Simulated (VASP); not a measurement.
## Sb: single point with PBE+D3(BJ)

The system is Sb.

```
Sb
1.0
     0.00000    2.38310    2.37124
     2.37124    0.00000    2.37124
     2.37124    2.38310    0.00000
Sb
1
Direct
  0.00000 0.00000 0.00000
```

This cell differs from its parent crystal: strain +0.0050 x Voigt [0, 1, 0, 0, 0, 0].

- Program: VASP 6.6.1
- Task: single point
- Functional: PBE
- Dispersion: D3(BJ)
- Potentials or basis: VASP PAW PBE potentials, release 64 (Sb)
- Cutoff: 520 eV
- k mesh: 18 × 18 × 18
- Occupations: gaussian, width 0.15 eV
- Spin: no spin polarisation
- Dipole correction: no
- Further INCAR settings: ALGO = Normal; EDIFF = 1e-06; NBANDS = 8

```yaml
Pressure: -1.7 GPa
Dispersion_energy_per_atom: -0.527 eV
```

Stress tensor (GPa, compression positive):
```
-1.75  0.00  0.00
 0.00 -1.65  0.00
 0.00  0.00 -1.75
```

Levels at points of the mesh, in eV from the Fermi level:
| k point | band 1 | band 2 | band 3 | band 4 | band 5 |
| --- | --- | --- | --- | --- | --- |
| (0.00, 0.00, 0.00) | -13.00 | 5.32 | 5.32 | 5.32 | 9.91 |
| (0.50, 0.00, 0.00) | -9.22 | -5.88 | 3.58 | 3.66 | 8.16 |
| (0.50, 0.50, 0.00) | -7.56 | -4.97 | 0.30 | 0.34 | 4.09 |
| (0.50, 0.00, 0.50) | -7.63 | -5.01 | 0.38 | 0.38 | 4.16 |

Run time: 34 s on 1 thread of Intel(R) Xeon(R) 6975P-C (Granite Rapids), on a shared host, peak memory 0.24 GiB.

Caveat: the cell differs from its parent crystal (strain +0.0050 x Voigt [0, 1, 0, 0, 0, 0]); spin-orbit coupling is left out, which moves the levels of the heavy elements; pairwise dispersion overbinds metals, which lowers pressure and volume.
